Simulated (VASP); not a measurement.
Set up this calculation in VASP 6.6.1, as the native input.

| Item | Value |
| --- | --- |
| Task | relaxation of cell and atoms |
| Functional | LDA |
| Potentials or basis | VASP PAW LDA potentials, release 64 (Si, C) |
| Cutoff | 600 eV |
| k mesh | 10 × 10 × 10 |
| Occupations | gaussian, width 0.02 eV |
| Spin | no spin polarisation |
| Dipole correction | no |
| Further INCAR settings | ALGO = Normal; EDIFF = 1e-07; IBRION = 2; EDIFFG = -0.005; NSW = 70; ISIF = 3 |

The structure of SiC (Moissanite 3C) lies in POSCAR:

```
SiC
1.0
    0.0000000000      2.1898675892      2.1898675892
    2.1898675892      0.0000000000      2.1898675892
    2.1898675892      2.1898675892      0.0000000000
Si C
1 1
Direct
    0.0000000000      0.0000000000      0.0000000000
    0.2500000000      0.2500000000      0.2500000000
```

One way to write it, as run:

INCAR

```
PREC = Accurate ; ENCUT = 600
EDIFF = 1E-7 ; ISMEAR = 0
SIGMA = 0.02 ; LREAL = F
LASPH = T ; NELM = 120
ALGO = Normal ; ISIF = 3
LWAVE = F ; LCHARG = F
GGA = CA ; IBRION = 2
NSW = 70 ; EDIFFG = -0.005
GGA_COMPAT = F ; NELMIN = 4
```

KPOINTS

```
Automatic mesh
0
Gamma
  10 10 10
```

Potentials or basis: VASP PAW LDA potentials, release 64 (Si, C).

Run with:

```bash
$ cat potpaw_LDA.64/Si/POTCAR potpaw_LDA.64/C/POTCAR > POTCAR
$ mpirun -np 1 vasp_std > vasp.out
```

Results of the run:

* Relaxed volume: 10.15 Å³/atom
* Relaxed cell: a = 3.062 Å, b = 3.062 Å, c = 3.062 Å, α = 60.00°, β = 60.00°, γ = 60.00°
* Space group after relaxing (to 0.05 Å): F-43m (No. 216)
* Energy gained by relaxing: 8.2 meV/atom
* Ionic steps: 3
* Pressure after relaxing: -0.1 GPa
* Band gap on the k mesh: 1.29 eV, indirect (least direct gap 4.52 eV)

It took 26 s on 1 thread of AMD EPYC 7R43 64-Core Processor (Zen 3), on a shared host, peak memory 0.1 GiB.
